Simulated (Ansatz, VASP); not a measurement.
One calculation of GeSb4Te7, two programs

```
Ge Sb Te
1.0
     4.25464    0.00000    0.00000
    -2.12732    3.68463    0.00000
     0.00000    0.00000   23.36762
Ge Sb Te
1 4 7
Direct
  0.00000 0.00000 0.50000
  0.66667 0.33333 0.91597
  0.33333 0.66667 0.34430
  0.33333 0.66667 0.08403
  0.66667 0.33333 0.65570
  0.33333 0.66667 0.84264
  0.66667 0.33333 0.15736
  0.00000 0.00000 0.72882
  0.66667 0.33333 0.42917
  0.33333 0.66667 0.57083
  0.00000 0.00000 0.00000
  0.00000 0.00000 0.27118
```

Alike in both runs: task single point; functional PBEsol; k mesh 12 × 12 × 2; occupations gaussian, width 0.1 eV; no spin polarisation.

```csv
,VASP,Ansatz
version,VASP 6.6.1,Ansatz 0.2.0
potentials or method,"VASP PAW PBE potentials, release 64 (Ge_d, Sb, Te), cutoff 520 eV","scalar-relativistic, plane waves, PAW"
valence electrons in the cell,76,186
```

VASP gave:

| Quantity | Value |
| --- | --- |
| gap on the k mesh at the Fermi level (eV) | none |
| pressure (GPa) | 0.1 |
| rms of the force components (eV/Å) | 0.015 |

**Question.** Which values does Ansatz return?

**Answer.** gap on the k mesh at the Fermi level (eV): none; pressure (GPa): 0.0; rms of the force components (eV/Å): 0.000.

VASP's potentials were made for PBE, not for PBEsol. Atom by atom the forces differ by 0.015 eV/Å (rms over components). A gap of «none» marks a metal or a gap that the smearing closes. With one functional, cell and mesh, what is left measures potentials, basis and numerics. VASP's potentials hold 76 valence electrons a cell and Ansatz's 186, so a difference there can come from the potentials and not from the codes.

Spin-orbit coupling is off throughout.
